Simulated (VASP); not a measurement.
Wanted: the native input for a VASP 6.6.1 run.

| Item | Value |
| --- | --- |
| Task | single point |
| Functional | PBE |
| Potentials or basis | VASP PAW PBE potentials, release 64 (Sn_d, O) |
| Cutoff | 520 eV |
| k mesh | 10 × 10 × 8 |
| Occupations | gaussian, width 0.05 eV |
| Spin | no spin polarisation |
| Dipole correction | no |
| Further INCAR settings | ALGO = Normal; EDIFF = 1e-07; NBANDS = 28 |

The structure of SnO lies in POSCAR:

```
SnO
1.0
    3.8681707514      0.0000000000      0.0000000000
    0.0000000000      3.8681707514      0.0000000000
    0.0000000000      0.0000000000      5.0672768981
Sn O
2 2
Direct
    0.0000000000      0.5000000000      0.2287361932
    0.5000000000      0.0000000000      0.7712638068
   -0.0258520129      0.0000000000     -0.0394689306
    0.5000000000      0.5000000000      0.0000000000
```

This cell differs from its parent crystal: atom 3 (O) moved by (-0.100, -0.200) A along x and z.

These files were run (other wordings do the same):

INCAR

```
SYSTEM = SnO
PREC     = Accurate       ! precision mode
ENCUT    = 520            ! plane-wave cutoff, eV
EDIFF    = 1E-7           ! SCF threshold, eV
ISMEAR   = 0              ! smearing method
SIGMA    = 0.05           ! smearing width, eV
LREAL    = .FALSE.        ! projectors in reciprocal space
LASPH    = .TRUE.         ! aspherical terms in the spheres
NELM     = 80             ! most SCF steps
ALGO     = Normal         ! electronic algorithm
ISIF     = 2              ! what is computed and relaxed
LWAVE    = .FALSE.        ! write WAVECAR
LCHARG   = .TRUE.         ! write CHGCAR
GGA      = PE             ! functional
LELF     = .TRUE.         ! ELF
LVHAR    = .TRUE.       
NBANDS   = 28             ! bands
```

KPOINTS

```
Automatic mesh
0
G
  10 10 8
  0 0 0
```

Potentials or basis: VASP PAW PBE potentials, release 64 (Sn_d, O).

Command:

```bash
$ cat potpaw_PBE.64/Sn_d/POTCAR potpaw_PBE.64/O/POTCAR > POTCAR
$ mpirun -np 1 vasp_std > vasp.out
```

Results of the run:

```yaml
Pressure: 1.1 GPa
Largest_force: 1.870 eV/Å
Band_gap_on_the_k_mesh: 0.42 eV (least direct gap 1.76 eV)
```

Caveat: the cell differs from its parent crystal (atom 3 (O) moved by (-0.100, -0.200) A along x and z); spin-orbit coupling is left out, which moves the levels of the heavy elements; forces of over 1 eV/Å act on the atoms, so gaps and moduli don't describe the material at rest.

It took 3.7 min on 1 thread of Intel(R) Xeon(R) 6975P-C (Granite Rapids), on a shared host, peak memory 0.51 GiB.
